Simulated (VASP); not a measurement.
# Si (a cell with a defect) in VASP: single point with PBE

Aim: the single point of Si (a cell with a defect) with PBE.

All numbers are computed with VASP 6.6.1; they aren't measurements. Logs are shortened: lines on timing, memory, paths and dates and some standing lists are left out, and cuts for length are marked.

## Step 1: The cell of the first run

The cell holds a defect, 31 atoms: a = 9.474 Å, b = 9.474 Å, c = 9.474 Å, α = 109.47°, β = 109.47°, γ = 109.47°.

## Step 2: Single point, PBE

The input, INCAR:

```
SYSTEM = Si
PREC = Accurate
ENCUT = 520
EDIFF = 1E-7
ISMEAR = 0
SIGMA = 0.02
LREAL = Auto
LASPH = .True.
NELM = 60
ALGO = Normal
ISIF = 2
LWAVE = .False.
LCHARG = .False.
GGA = PE
NBANDS = 83
```

The input, KPOINTS:

```
Automatic mesh
0
Gamma
  2 2 2
  0.5 0.5 0.5
```

The input, POSCAR:

```
Si
1.0
   -5.4700937627     -5.4700937627      5.4700937627
    5.4700937627     -5.4700937627     -5.4700937627
    5.4700937627      5.4700937627      5.4700937627
Si
31
Direct
    0.2499999194      0.7500014950      0.7047865480
    0.0039553253      0.7500003068     -0.0031944608
    0.4986925487      0.4996727878      0.7498489382
    0.2500000108      0.5039551641     -0.0031954662
    0.0057551116      0.5057536708      0.2612840039
    0.7492981250      0.7500004896      0.2510362819
    0.4942449101      0.7499985700      0.5055287203
   -0.0003278737     -0.0013074730      0.7498486640
    0.7507019401      0.2507023754      0.7517382112
    0.5003278954      0.2490205030      0.0001765966
    0.2500000108      0.2492970978      0.2510359163
    0.0013073816      0.2509801586      0.5011564004
    0.7509802717      0.5013074947      0.5011565832
    0.7490197020      0.0003272339      0.0001762310
    0.4960446050     -0.0039551424      0.2428500420
    0.2500001023     -0.0057561171      0.5055316453
    0.0092889633      0.7500003068      0.7432458522
    0.4990763629      0.5004544929      0.5011295270
    0.2499999194      0.5092898990      0.7432451209
    0.0036472867      0.5036471255      0.0072070063
    0.7519465257      0.7499999411     -0.0006588553
    0.4963528264      0.7499998497      0.2535596390
    0.0004553852     -0.0009230189      0.5011299840
    0.7480534480      0.2480534263      0.4973945819
    0.4995447278      0.2486216981      0.7506746096
    0.2500000108      0.2519465954     -0.0006586724
    0.0009235673      0.2513779580      0.2520530835
    0.7513796250      0.5009243203      0.2520539976
    0.7486203487     -0.0004552938      0.7506743354
    0.4907107842     -0.0092887804     -0.0160433265
    0.2500000108     -0.0036472867      0.2535613758
```

Potentials or basis: VASP PAW PBE potentials, release 64 (Si).

Run with:

```bash
$ cat potpaw_PBE.64/Si/POTCAR > POTCAR
$ mpirun -np 1 vasp_std > vasp.out
```

OUTCAR:

```text
SYSTEM = Si
   PREC = Accurate
   ENCUT = 520
   EDIFF = 1E-7
   ISMEAR = 0
   LREAL = Auto
   LASPH = .True.
   NELM = 60
   ISIF = 2
   GGA = PE

 ion  position               nearest neighbor table
   1  0.250  0.750  0.705-  30 2.43  17 2.43  19 2.43
   2  0.004  0.750  0.997-  20 2.37  31 2.37  21 2.40  17 2.42
   3  0.499  0.500  0.750-  18 2.36  19 2.37  21 2.38  25 2.38
   4  0.250  0.504  0.997-  22 2.37  20 2.37  26 2.40  19 2.42
   5  0.006  0.506  0.261-  27 2.37  28 2.37  20 2.39
   6  0.749  0.750  0.251-  23 2.37  28 2.37  21 2.39  22 2.40
   7  0.494  0.750  0.506-  18 2.37  29 2.37  22 2.39
   8  1.000  0.999  0.750-  23 2.36  17 2.37  26 2.38  29 2.38
   9  0.751  0.251  0.752-  25 2.37  29 2.37  24 2.39  20 2.40
  10  0.500  0.249  0.000-  25 2.36  30 2.37  26 2.38  28 2.38
  11  0.250  0.249  0.251-  27 2.37  18 2.37  26 2.39  31 2.40
  12  0.001  0.251  0.501-  27 2.36  19 2.37  24 2.38  23 2.38
  13  0.751  0.501  0.501-  28 2.36  17 2.37  24 2.38  18 2.38
  14  0.749  0.000  0.000-  29 2.36  30 2.37  21 2.38  27 2.38
  15  0.496  0.996  0.243-  22 2.37  31 2.37  24 2.40  30 2.42
  16  0.250  0.994  0.506-  25 2.37  23 2.37  31 2.39
  17  0.009  0.750  0.743-   8 2.37  13 2.37   2 2.42   1 2.43
  18  0.499  0.500  0.501-   3 2.36   7 2.37  11 2.37  13 2.38
  19  0.250  0.509  0.743-  12 2.37   3 2.37   4 2.42   1 2.43
  20  0.004  0.504  0.007-   4 2.37   2 2.37   5 2.39   9 2.40
  21  0.752  0.750  0.999-   3 2.38  14 2.38   6 2.39   2 2.40
  22  0.496  0.750  0.254-   4 2.37  15 2.37   7 2.39   6 2.40
  23  0.000  0.999  0.501-   8 2.36  16 2.37   6 2.37  12 2.38
  24  0.748  0.248  0.497-  12 2.38  13 2.38   9 2.39  15 2.40
  25  0.500  0.249  0.751-  10 2.36  16 2.37   9 2.37   3 2.38
  26  0.250  0.252  0.999-  10 2.38   8 2.38  11 2.39   4 2.40
  27  0.001  0.251  0.252-  12 2.36   5 2.37  11 2.37  14 2.38
  28  0.751  0.501  0.252-  13 2.36   5 2.37   6 2.37  10 2.38
  29  0.749  1.000  0.751-  14 2.36   7 2.37   9 2.37   8 2.38
  30  0.491  0.991  0.984-  10 2.37  14 2.37  15 2.42   1 2.43
  31  0.250  0.996  0.254-   2 2.37  15 2.37  16 2.39  11 2.40

  LATTYP: Found a body centered cubic cell.
 ALAT       =    10.9401875254

  Lattice vectors:

 A1 = (  -5.4700937627,  -5.4700937627,   5.4700937627)
 A2 = (   5.4700937627,  -5.4700937627,  -5.4700937627)
 A3 = (   5.4700937627,   5.4700937627,   5.4700937627)

Analysis of symmetry for initial positions (statically):
=====================================================================
 Subroutine PRICEL returns:
 Original cell was already a primitive cell.

 Routine SETGRP: Setting up the symmetry group for a
 body centered cubic supercell.

 Subroutine GETGRP returns: Found  6 space group operations
 (whereof  1 operations were pure point group operations)
 out of a pool of 48 trial point group operations.

The static configuration has the point symmetry C_1 .
 The point group associated with its full space group is C_3v.

Analysis of symmetry for dynamics (positions and initial velocities):
=====================================================================
 Subroutine PRICEL returns:
 Original cell was already a primitive cell.

 Routine SETGRP: Setting up the symmetry group for a
 body centered cubic supercell.

 Subroutine GETGRP returns: Found  6 space group operations
 (whereof  1 operations were pure point group operations)
 out of a pool of 48 trial point group operations.

The dynamic configuration has the point symmetry C_1 .
 The point group associated with its full space group is C_3v.

 Subroutine INISYM returns: Found  6 space group operations
 (whereof  1 operations are pure point group operations),
 and found     1 'primitive' translations

----------------------------------------------------------------------------------------

                                     Primitive cell

  volume of cell :     654.7030

  direct lattice vectors                    reciprocal lattice vectors
    -5.470093763 -5.470093763  5.470093763     0.000000000 -0.091406111  0.091406111
     5.470093763 -5.470093763 -5.470093763     0.091406111 -0.091406111  0.000000000
     5.470093763  5.470093763  5.470093763     0.091406111  0.000000000  0.091406111

  length of vectors
     9.474480319  9.474480319  9.474480319     0.129267762  0.129267762  0.129267762

  position of ions in fractional coordinates (direct lattice)
     0.249999919  0.750001495  0.704786548
     0.003955325  0.750000307  0.996805539
     0.498692549  0.499672788  0.749848938
     0.250000011  0.503955164  0.996804534
     0.005755112  0.505753671  0.261284004
     0.749298125  0.750000490  0.251036282
[... 23 lines left out ...]
     0.490710784  0.990711220  0.983956674
     0.250000011  0.996352713  0.253561376

  ion indices of the primitive-cell ions
   primitive index   ion index
                 1           1
                 2           2
                 3           3
                 4           4
                 5           5
                 6           6
[... 23 lines left out ...]
                30          30
                31          31

----------------------------------------------------------------------------------------

 KPOINTS: Automatic mesh

Automatic generation of k-mesh.
 Grid dimensions read from file:
 generate k-points for:    2    2    2

 Generating k-lattice:

  Cartesian coordinates                     Fractional coordinates (reciprocal lattice)
     0.000000000 -0.045703056  0.045703056     0.500000000  0.000000000  0.000000000
     0.045703056 -0.045703056  0.000000000     0.000000000  0.500000000  0.000000000
     0.045703056  0.000000000  0.045703056     0.000000000  0.000000000  0.500000000

  Length of vectors
     0.064633881  0.064633881  0.064633881

  Shift w.r.t. Gamma in fractional coordinates (k-lattice)
     0.500000000  0.500000000  0.500000000

 Subroutine IBZKPT returns following result:
 ===========================================

 Found      2 irreducible k-points:

 Following reciprocal coordinates:
            Coordinates               Weight
  0.250000  0.250000  0.250000      2.000000
 -0.250000  0.250000  0.250000      6.000000
   k-points           NKPTS =      2   k-points in BZ     NKDIM =      2   number of bands    NBANDS=     83
   number of dos      NEDOS =    301   number of ions     NIONS =     31
   total plane-waves  NPLWV = 343000
   dimension x,y,z NGX =    70 NGY =   70 NGZ =   70
   dimension x,y,z NGXF=   140 NGYF=  140 NGZF=  140
   ions per type =              31
   NGX,Y,Z   is equivalent  to a cutoff of  12.28, 12.28, 12.28 a.u.
   NGXF,Y,Z  is equivalent  to a cutoff of  24.57, 24.57, 24.57 a.u.
 SYSTEM =  Si
   PREC   = accura    normal or accurate (medium, high low for compatibility)
   ISTART =      0    job   : 0-new  1-cont  2-samecut
   ICHARG =      2    charge: 1-file 2-atom 10-const
   ISPIN  =      1    spin polarized calculation?
   LNONCOLLINEAR =      F non collinear calculations
   LSORBIT =      F    spin-orbit coupling
   LASPH  =      T    aspherical Exc in radial PAW
   ENCUT  =  520.0 eV  38.22 Ry    6.18 a.u.  17.62 17.62 17.62*2*pi/ulx,y,z
   NELM   =     60;   NELMIN=  2; NELMDL= -5     # of ELM steps
   EDIFF  = 0.1E-06   stopping-criterion for ELM
   LREAL  =      T    real-space projection
   EDIFFG = 0.1E-05   stopping-criterion for IOM
   NSW    =      0    number of steps for IOM
   IBRION =     -1    ionic relax: 0-MD 1-quasi-New 2-CG
   NFREE  =      0    steps in history (QN), initial steepest desc. (CG)
   ISIF   =      2    stress and relaxation
   ISYM   =      2    0-nonsym 1-usesym 2-fastsym
   POTIM  = 0.5000    time-step for ionic-motion
   TEBEG  =    0.0;   TEEND  =   0.0 temperature during run
   PSTRESS=    0.0 pullay stress
   NELECT =     124.0000    total number of electrons
   NUPDOWN=      -1.0000    fix difference up-down
   EMIN   =  10.00;   EMAX   =-10.00  energy-range for DOS
   EFERMI =   0.00;   METHOD = LEGACY
   ISMEAR =     0;   SIGMA  =   0.02  broadening in eV -4-tet -1-fermi 0-gaus
   EFERMI_NEDOS =   21; number of points for ismear=-14 and -15
   IALGO  =     38    algorithm
   IMIX   =      4    mixing-type and parameters
     AMIX     =   0.40;   BMIX     =  1.00
     AMIX_MAG =   1.60;   BMIX_MAG =  1.00
  volume/ion in A,a.u.               =      21.12       142.52
  Fermi-wavevector in a.u.,A,eV,Ry     =   0.940158  1.776640 12.026137  0.883896
  Thomas-Fermi vector in A             =   2.067541
   LORBIT       =      0    0 simple, 1 ext, 2 COOP (PROOUT), +10 PAW based schemes
   GGA     = PE    functional components
   LHFCALC =     F    Hartree Fock is set to
   AEXX    =    0.0000 exact exchange contribution
   IVDW    =     0    specifies the selected vdW correction
   LEPSILON=     F    determine dielectric tensor
   LRPA    =     F    only Hartree local field effects (RPA)
 non-spin polarized calculation
 Gauss-broadening in eV      SIGMA  =   0.02
  energy-cutoff  :      520.00
  volume of cell :      654.70
 maximum number of plane-waves:     17628
 NGX is ok and might be reduce to    70
   NGX = 35   NGY = 35   NGZ = 35

 number of electron     124.0000003 magnetization

 Free energy of the ion-electron system (eV)
  ---------------------------------------------------
  ext. energy  EPLUGINS =         0.00000000
  ---------------------------------------------------
  free energy    TOTEN  =      -164.18026177 eV

  energy without entropy =     -164.17254340  energy(sigma->0) =     -164.17640258

 E-fermi :   5.5442     XC(G=0):  -9.2283

 val. band max:        5.2195415923   @ k =  -0.2500   0.2500   0.2500
 cond. band min:       5.5503174095   @ k =  -0.2500   0.2500   0.2500
 fundamental gap:      0.3307758172
 Fermi energy:         5.5442233438

 k-point     1 :       0.2500    0.2500    0.2500
  band No.  band energies     occupation
      1      -5.6509      2.00000
      2      -5.6509      2.00000
      3      -5.6227      2.00000
      4      -5.4035      2.00000
      5      -3.8281      2.00000
      6      -3.8281      2.00000
[... 66 lines left out ...]
     73       7.0295      0.00000
     74       7.1110      0.00000

 k-point     2 :      -0.2500    0.2500    0.2500
  band No.  band energies     occupation
      1      -6.1020      2.00000
      2      -5.1433      2.00000
      3      -5.1197      2.00000
      4      -5.1017      2.00000
      5      -4.9344      2.00000
      6      -4.3191      2.00000
[... 66 lines left out ...]
     73       7.6933      0.00000
     74       7.7621      0.00000
 [bands above 74 left out]

------------------------ aborting loop because EDIFF is reached ----------------------------------------

  FORCE on cell =-STRESS in cart. coord.  units (eV):
  Direction    XX          YY          ZZ          XY          YZ          ZX
  --------------------------------------------------------------------------------------
  -------------------------------------------------------------------------------------
  Total       -6.8857668     -6.8857668     -6.8857668     -1.9744865     -1.9744865     -1.9744865
  in kB      -16.8507250    -16.8507250    -16.8507250     -4.8319278     -4.8319278     -4.8319278
  external PRESSURE =     -16.8507250 kB  Pullay stress =       0.0000000 kB

 VOLUME and BASIS-vectors are now :
 -----------------------------------------------------------------------------
  energy-cutoff  :      520.00
  volume of cell :      654.70
      direct lattice vectors                 reciprocal lattice vectors
    -5.470093763 -5.470093763  5.470093763     0.000000000 -0.091406111  0.091406111
     5.470093763 -5.470093763 -5.470093763     0.091406111 -0.091406111  0.000000000
     5.470093763  5.470093763  5.470093763     0.091406111  0.000000000  0.091406111

 POSITION                                       TOTAL-FORCE (eV/Angst)
 -----------------------------------------------------------------------------------
      6.59030     -1.61485      1.12019         0.191997      0.191997      0.191997
      9.53356      1.32841      1.37168         0.013360      0.013360     -0.004457
      4.10711     -1.35941      4.09638        -0.008676     -0.006197     -0.002548
      6.84177      1.32841      4.06346        -0.004457      0.013360      0.013360
      4.16429     -1.36875     -1.30579        -0.048660     -0.012206     -0.048660
      1.37703     -6.82811      1.36935        -0.013709     -0.013709     -0.005047
[... 23 lines left out ...]
      8.11738     -2.72118      2.64729         0.047351     -0.010421      0.047351
      5.46962     -5.43066     -2.69561        -0.008323     -0.026326     -0.026326
 -----------------------------------------------------------------------------------
    total drift:                                0.003144     -0.005991     -0.005784

  FREE ENERGIE OF THE ION-ELECTRON SYSTEM (eV)
  ---------------------------------------------------
  free  energy   TOTEN  =      -164.1802617680 eV

  energy  without entropy=     -164.1725434005  energy(sigma->0) =     -164.17640258
```

Run time: 4.7 min. Hardware: 1 thread of AMD EPYC 7R43 (Zen 3), shared host; peak memory 0.6 GiB.

Results:

```
Free energy            : -164.1803 eV
Pressure               : -1.7 GPa
Largest force          : 0.333 eV/Å
Band gap on the k mesh : zero (bands 62 and 63 overlap by 0.18 eV)
```

Forces on the atoms (eV/Å):
```
Si   0.192  0.192  0.192
Si   0.013  0.013 -0.004
Si  -0.009 -0.006 -0.003
Si  -0.004  0.013  0.013
Si  -0.049 -0.012 -0.049
Si  -0.014 -0.014 -0.005
Si  -0.049 -0.049 -0.012
Si  -0.003 -0.006 -0.009
Si  -0.014 -0.005 -0.014
Si  -0.003 -0.009 -0.006
Si  -0.005 -0.014 -0.014
Si  -0.009 -0.003 -0.006
Si  -0.006 -0.003 -0.009
Si  -0.006 -0.009 -0.003
Si   0.013 -0.004  0.013
Si  -0.012 -0.049 -0.049
Si   0.047  0.047 -0.010
Si  -0.005 -0.008 -0.009
Si  -0.010  0.047  0.047
Si  -0.026 -0.008 -0.026
Si  -0.003 -0.003 -0.012
Si  -0.026 -0.026 -0.008
Si  -0.009 -0.008 -0.005
Si  -0.003 -0.012 -0.003
Si  -0.009 -0.005 -0.008
Si  -0.012 -0.003 -0.003
Si  -0.005 -0.009 -0.008
Si  -0.008 -0.009 -0.005
Si  -0.008 -0.005 -0.009
Si   0.047 -0.010  0.047
Si  -0.008 -0.026 -0.026
```

Stress tensor (GPa, compression positive):
```
-1.69 -0.48 -0.48
-0.48 -1.69 -0.48
-0.48 -0.48 -1.69
```

Levels at points of the mesh, in eV from the Fermi level:
| k point | band 57 | band 58 | band 59 | band 60 | band 61 | band 62 | band 63 | band 64 | band 65 | band 66 |
| --- | --- | --- | --- | --- | --- | --- | --- | --- | --- | --- |
| (0.25, 0.25, 0.25) | -0.95 | -0.93 | -0.93 | -0.90 | -0.90 | 0.18 | 0.18 | 0.20 | 1.32 | 1.32 |

Caveat: the k points lie up to 0.41 Å⁻¹ apart.

The gap in the log of VASP goes by the Fermi energy; the results here count the filled bands.